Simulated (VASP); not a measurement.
# CuO2 (Fm-3m) in VASP: relaxation of cell and atoms with r2SCAN+U

Aim: the relaxation of cell and atoms of CuO2 with r2SCAN+U.

Everything below comes from runs of VASP 6.6.1. Logs are shortened: lines on timing, memory, paths and dates and some standing lists are left out, and cuts for length are marked.

## (1) The cell of the first run

The structure is cubic, space group Fm-3m (No. 225). The conventional cell has a = 4.924 Å, b = 4.924 Å, c = 4.924 Å, α = 90.00°, β = 90.00°, γ = 90.00°. Within 2.8 Å of Cu (site symmetry m-3m) lie 8 O at 2.13 Å. O (site symmetry -43m) has 4 Cu at 2.13 Å and 6 O at 2.46 Å within 2.8 Å.

## (2) Relaxation of cell and atoms, r2SCAN+U, collinear spin, ferromagnetic start

POSCAR reads:

```
CuO2
1.0
    0.0000000000      2.4618215478      2.4618215478
    2.4618215478      0.0000000000      2.4618215478
    2.4618215478      2.4618215478      0.0000000000
Cu O
1 2
Direct
    0.0000000000      0.0000000000      0.0000000000
    0.2500000000      0.2500000000      0.2500000000
    0.7500000000      0.7500000000      0.7500000000
```

INCAR.step1 reads:

```
PREC = Accurate
ENCUT = 600
ISMEAR = 0
SIGMA = 0.1
LREAL = F
LASPH = T
NELM = 150
ISPIN = 2
MAGMOM = 0.83 1.24 1.24
LMAXMIX = 4
LDAU = T
LDAUTYPE = 2
LDAUL = 2 -1
LDAUU = 4 0
LDAUJ = 0 0
GGA = PE
ALGO = Normal
EDIFF = 1E-4
LWAVE = T
LCHARG = F
```

INCAR.step2 reads:

```
PREC = Accurate
ENCUT = 600
EDIFF = 1E-6
ISMEAR = 0
SIGMA = 0.1
LREAL = F
LASPH = T
NELM = 150
ALGO = Normal
ISIF = 3
LWAVE = F
LCHARG = F
ISPIN = 2
MAGMOM = 0.83 1.24 1.24
LORBIT = 11
LMAXMIX = 4
LDAU = T
LDAUTYPE = 2
LDAUL = 2 -1
LDAUU = 4 0
LDAUJ = 0 0
LDAUPRINT = 1
METAGGA = R2SCAN
LMIXTAU = T
IBRION = 2
NSW = 100
EDIFFG = -0.01
ISTART = 1
```

KPOINTS reads:

```
Automatic mesh
0
Gamma
  14 14 14
```

Potentials or basis: VASP PAW PBE potentials, release 64 (Cu, O).

Launch:

```bash
$ cat potpaw_PBE.64/Cu/POTCAR potpaw_PBE.64/O/POTCAR > POTCAR
$ cp INCAR.step1 INCAR
$ mpirun -np 1 vasp_std > vasp.out
$ cp INCAR.step2 INCAR
$ mpirun -np 1 vasp_std > vasp.out
```

OUTCAR:

```text
PREC = Accurate
   ENCUT = 600
   EDIFF = 1E-6
   ISMEAR = 0
   LREAL = F
   LASPH = T
   NELM = 150
   ISIF = 3
   ISPIN = 2
   LORBIT = 11
   METAGGA = R2SCAN
   IBRION = 2
   NSW = 100
   EDIFFG = -0.01
   ISTART = 1

 ion  position               nearest neighbor table
   1  0.000  0.000  0.000-   2 2.13   3 2.13   3 2.13   3 2.13   3 2.13   2 2.13   2 2.13   2 2.13

   2  0.250  0.250  0.250-   1 2.13   1 2.13   1 2.13   1 2.13
   3  0.750  0.750  0.750-   1 2.13   1 2.13   1 2.13   1 2.13

  LATTYP: Found a face centered cubic cell.
 ALAT       =     4.9236430956

  Lattice vectors:

 A1 = (   0.0000000000,   2.4618215478,   2.4618215478)
 A2 = (   2.4618215478,   0.0000000000,   2.4618215478)
 A3 = (   2.4618215478,   2.4618215478,   0.0000000000)

Analysis of symmetry for initial positions (statically):
=====================================================================
 Subroutine PRICEL returns:
 Original cell was already a primitive cell.

 Routine SETGRP: Setting up the symmetry group for a
 face centered cubic supercell.

 Subroutine GETGRP returns: Found 48 space group operations
 (whereof 48 operations were pure point group operations)
 out of a pool of 48 trial point group operations.

The static configuration has the point symmetry O_h .

Analysis of symmetry for dynamics (positions and initial velocities):
=====================================================================
 Subroutine PRICEL returns:
 Original cell was already a primitive cell.

 Routine SETGRP: Setting up the symmetry group for a
 face centered cubic supercell.

 Subroutine GETGRP returns: Found 48 space group operations
 (whereof 48 operations were pure point group operations)
 out of a pool of 48 trial point group operations.

The dynamic configuration has the point symmetry O_h .

Analysis of structural, dynamic, and magnetic symmetry:
=====================================================================
 Subroutine PRICEL returns:
 Original cell was already a primitive cell.

 Routine SETGRP: Setting up the symmetry group for a
 face centered cubic supercell.

 Subroutine GETGRP returns: Found 48 space group operations
 (whereof 48 operations were pure point group operations)
 out of a pool of 48 trial point group operations.

The overall configuration has the point symmetry O_h .

 Subroutine INISYM returns: Found 48 space group operations
 (whereof 48 operations are pure point group operations),
 and found     1 'primitive' translations

----------------------------------------------------------------------------------------

                                     Primitive cell

  volume of cell :      29.8401

  direct lattice vectors                    reciprocal lattice vectors
     0.000000000  2.461821548  2.461821548    -0.203101643  0.203101643  0.203101643
     2.461821548  0.000000000  2.461821548     0.203101643 -0.203101643  0.203101643
     2.461821548  2.461821548  0.000000000     0.203101643  0.203101643 -0.203101643

  length of vectors
     3.481541421  3.481541421  3.481541421     0.351782364  0.351782364  0.351782364

  position of ions in fractional coordinates (direct lattice)
     0.000000000  0.000000000  0.000000000
     0.250000000  0.250000000  0.250000000
     0.750000000  0.750000000  0.750000000

  ion indices of the primitive-cell ions
   primitive index   ion index
                 1           1
                 2           2
                 3           3

[... 67 lines left out ...]
   LSORBIT =      F    spin-orbit coupling
   LASPH  =      T    aspherical Exc in radial PAW
   ENCUT  =  600.0 eV  44.10 Ry    6.64 a.u.   6.95  6.95  6.95*2*pi/ulx,y,z
   NELM   =    150;   NELMIN=  2; NELMDL=  0     # of ELM steps
   EDIFF  = 0.1E-05   stopping-criterion for ELM
   LREAL  =      F    real-space projection
   EDIFFG = -.1E-01   stopping-criterion for IOM
   NSW    =    100    number of steps for IOM
   IBRION =      2    ionic relax: 0-MD 1-quasi-New 2-CG
   NFREE  =      1    steps in history (QN), initial steepest desc. (CG)
   ISIF   =      3    stress and relaxation
   ISYM   =      2    0-nonsym 1-usesym 2-fastsym
   POTIM  = 0.5000    time-step for ionic-motion
   TEBEG  =    0.0;   TEEND  =   0.0 temperature during run
   PSTRESS=    0.0 pullay stress
   NELECT =      23.0000    total number of electrons
   NUPDOWN=      -1.0000    fix difference up-down
   EMIN   =  10.00;   EMAX   =-10.00  energy-range for DOS
   EFERMI =   0.00;   METHOD = LEGACY
   ISMEAR =     0;   SIGMA  =   0.10  broadening in eV -4-tet -1-fermi 0-gaus
   EFERMI_NEDOS =   21; number of points for ismear=-14 and -15
   IALGO  =     38    algorithm
   IMIX   =      4    mixing-type and parameters
     AMIX     =   0.40;   BMIX     =  1.00
     AMIX_MAG =   1.60;   BMIX_MAG =  1.00
  volume/ion in A,a.u.               =       9.95        67.12
  Fermi-wavevector in a.u.,A,eV,Ry     =   1.501012  2.836502 30.654436  2.253037
  Thomas-Fermi vector in A             =   2.612438
   LORBIT       =     11    0 simple, 1 ext, 2 COOP (PROOUT), +10 PAW based schemes
 LDA+U is selected, type is set to LDAUTYPE =  2
   angular momentum for each species LDAUL =     2   -1
   U (eV)           for each species LDAUU =   4.0  0.0
   J (eV)           for each species LDAUJ =   0.0  0.0
   METAGGA = R2SCAN    functional components
   LHFCALC =     F    Hartree Fock is set to
   AEXX    =    0.0000 exact exchange contribution
   IVDW    =     0    specifies the selected vdW correction
   LEPSILON=     F    determine dielectric tensor
   LRPA    =     F    only Hartree local field effects (RPA)
 conjugate gradient relaxation of ions
 spin polarized calculation
 Gauss-broadening in eV      SIGMA  =   0.10
  energy-cutoff  :      600.00
  volume of cell :       29.84
 maximum number of plane-waves:      1012
   NGX = 13   NGY = 13   NGZ = 13

--------------------------------------- Ionic step        1  -------------------------------------------

 number of electron      23.0000006 magnetization       2.9999716

 Free energy of the ion-electron system (eV)
  ---------------------------------------------------
  ext. energy  EPLUGINS =         0.00000000
  ---------------------------------------------------
  free energy    TOTEN  =       -21.24731044 eV

  energy without entropy =      -21.24291524  energy(sigma->0) =      -21.24511284

------------------------ aborting loop because EDIFF is reached ----------------------------------------

  FORCE on cell =-STRESS in cart. coord.  units (eV):
  Direction    XX          YY          ZZ          XY          YZ          ZX
  --------------------------------------------------------------------------------------
  -------------------------------------------------------------------------------------
  Total       -1.8178220     -1.8178220     -1.8178220      0.0000000      0.0000000     -0.0000000
  in kB      -97.6027901    -97.6027901    -97.6027901      0.0000000      0.0000000     -0.0000000
  external PRESSURE =     -97.6027901 kB  Pullay stress =       0.0000000 kB
[... 55 lines left out ...]
  FREE ENERGIE OF THE ION-ELECTRON SYSTEM (eV)
  ---------------------------------------------------
  free  energy   TOTEN  =       -21.3057677842 eV

  energy  without entropy=      -21.3017256092  energy(sigma->0) =      -21.30374670

atom =   1  type =  1  l = 2

 onsite density matrix

spin component  1

  1.0062 -0.0000  0.0000 -0.0000  0.0000
 -0.0000  1.0062  0.0000  0.0000 -0.0000
  0.0000  0.0000  0.9774 -0.0000 -0.0000
 -0.0000  0.0000 -0.0000  1.0062 -0.0000
  0.0000 -0.0000 -0.0000 -0.0000  0.9774

spin component  2

  0.7335  0.0000 -0.0000  0.0000  0.0000
  0.0000  0.7335 -0.0000 -0.0000 -0.0000
 -0.0000 -0.0000  0.9658  0.0000 -0.0000
  0.0000 -0.0000  0.0000  0.7335  0.0000
  0.0000 -0.0000 -0.0000  0.0000  0.9658

 occupancies and eigenvectors

  o =  0.7335  v =  0.0000  0.0000  0.0000  0.0000  0.0000  0.0000 -0.4381 -0.0000  0.8989  0.0000      0.0000  0.0000  0.0000  0.0000  0.0000  0.0000  0.0000  0.0000  0.0000  0.0000
  o =  0.7335  v =  0.0000  0.0000  0.0000  0.0000  0.0000  1.0000  0.0000  0.0000  0.0000  0.0000      0.0000  0.0000  0.0000  0.0000  0.0000  0.0000  0.0000  0.0000  0.0000  0.0000
  o =  0.7335  v =  0.0000  0.0000  0.0000  0.0000  0.0000  0.0000  0.8989 -0.0000  0.4381 -0.0000      0.0000  0.0000  0.0000  0.0000  0.0000  0.0000  0.0000  0.0000  0.0000  0.0000
  o =  0.9658  v =  0.0000  0.0000  0.0000  0.0000  0.0000  0.0000 -0.0000 -0.9999 -0.0000  0.0154      0.0000  0.0000  0.0000  0.0000  0.0000  0.0000  0.0000  0.0000  0.0000  0.0000
  o =  0.9658  v =  0.0000  0.0000  0.0000  0.0000  0.0000  0.0000  0.0000  0.0154 -0.0000  0.9999      0.0000  0.0000  0.0000  0.0000  0.0000  0.0000  0.0000  0.0000  0.0000  0.0000
  o =  0.9774  v =  0.0000 -0.0000  0.6458  0.0000  0.7635  0.0000  0.0000  0.0000  0.0000  0.0000      0.0000  0.0000  0.0000  0.0000  0.0000  0.0000  0.0000  0.0000  0.0000  0.0000
  o =  0.9774  v =  0.0000 -0.0000  0.7635 -0.0000 -0.6458  0.0000  0.0000  0.0000  0.0000  0.0000      0.0000  0.0000  0.0000  0.0000  0.0000  0.0000  0.0000  0.0000  0.0000  0.0000
  o =  1.0062  v =  0.0000  0.4721  0.0000 -0.8815  0.0000  0.0000  0.0000  0.0000  0.0000  0.0000      0.0000  0.0000  0.0000  0.0000  0.0000  0.0000  0.0000  0.0000  0.0000  0.0000
  o =  1.0062  v =  0.0000  0.8815  0.0000  0.4721  0.0000  0.0000  0.0000  0.0000  0.0000  0.0000      0.0000  0.0000  0.0000  0.0000  0.0000  0.0000  0.0000  0.0000  0.0000  0.0000
  o =  1.0062  v =  1.0000  0.0000  0.0000  0.0000  0.0000  0.0000  0.0000  0.0000  0.0000  0.0000      0.0000  0.0000  0.0000  0.0000  0.0000  0.0000  0.0000  0.0000  0.0000  0.0000

--------------------------------------- Ionic step        3  -------------------------------------------

 number of electron      22.9999995 magnetization       2.9999951

 Free energy of the ion-electron system (eV)
  ---------------------------------------------------
  ext. energy  EPLUGINS =         0.00000000
  ---------------------------------------------------
  free energy    TOTEN  =       -21.31188785 eV

  energy without entropy =      -21.30780713  energy(sigma->0) =      -21.30984749

 E-fermi :   3.5308     XC(G=0): -12.6484

 val. band max:        3.5192417417   @ k =  -0.3571   0.2143   0.0714
 cond. band min:       3.5385814470   @ k =  -0.1429   0.1429   0.0000
 fundamental gap:      0.0193397052
 Fermi energy:         3.5308164062

 spin component 1

 k-point     1 :       0.0000    0.0000    0.0000
  band No.  band energies     occupation
      1     -17.8434      1.00000
      2     -14.1855      1.00000
      3      -3.4375      1.00000
      4      -3.4375      1.00000
      5      -3.4375      1.00000
      6      -0.4800      1.00000
[... 985 lines left out ...]
  FREE ENERGIE OF THE ION-ELECTRON SYSTEM (eV)
  ---------------------------------------------------
  free  energy   TOTEN  =       -21.3118878488 eV

  energy  without entropy=      -21.3078071267  energy(sigma->0) =      -21.30984749

 reached required accuracy - stopping structural energy minimisation

 total charge

# of ion       s       p       d       tot
------------------------------------------
    1        0.325   0.406   9.086   9.818
    2        1.604   3.250   0.000   4.854
    3        1.604   3.250   0.000   4.854
--------------------------------------------------
tot          3.533   6.906   9.086  19.525

 magnetization (x)

# of ion       s       p       d       tot
------------------------------------------
    1       -0.043  -0.034   0.843   0.766
    2        0.022   0.988   0.000   1.010
    3        0.022   0.988   0.000   1.010
--------------------------------------------------
tot          0.002   1.942   0.843   2.786
```

It took 41 min on 1 thread of Oxide Virtual Turin-like, shared host; peak memory 0.23 GiB.

What came out:

```yaml
Free_energy: -21.3119 eV
Relaxed_volume: 9.29 Å³/atom
Relaxed_cell: a = 3.403 Å, b = 3.403 Å, c = 3.403 Å, α = 60.00°, β = 60.00°, γ = 60.00°
Space_group_after_relaxing_to_0.1_Å: Fm-3m (No. 225)
Energy_gained_by_relaxing: 21.5 meV/atom
Ionic_steps: 3
Pressure_after_relaxing: 0.1 GPa
Band_gap_on_the_k_mesh: zero (filled and empty bands overlap)
Net_moment: 3.00 μB per cell
Site_moments: Cu +0.77; O +1.01 μB
Valence_electrons_inside_the_program's_atomic_spheres: Cu 9.82; O 4.85
```

Step by step:
```
step  energy change (eV)  largest force (eV/Å)  pressure (GPa)  volume (Å³)
   1              0.0000                0.0000           -9.76        29.84
   2             -0.0585                0.0000            3.67        27.30
   3             -0.0646                0.0000            0.12        27.86
```

Final structure:
```
CELL_PARAMETERS angstrom
0.00000 2.40611 2.40611
2.40611 0.00000 2.40611
2.40611 2.40611 0.00000
ATOMIC_POSITIONS crystal
Cu 0.00000 0.00000 0.00000
O 0.25000 0.25000 0.25000
O 0.75000 0.75000 0.75000
```

Eigenvalues of the final occupation matrices:
```csv
site,spin,trace,eigenvalues
site 1 d,1,4.97,0.98 0.98 1.01 1.01 1.01
site 1 d,2,4.13,0.73 0.73 0.73 0.97 0.97
```

Caveat: the PAW data sets were made with another functional, which shifts forces and pressure a little; a cell with one magnetic atom can't hold antiferromagnetic order, which such compounds often take.
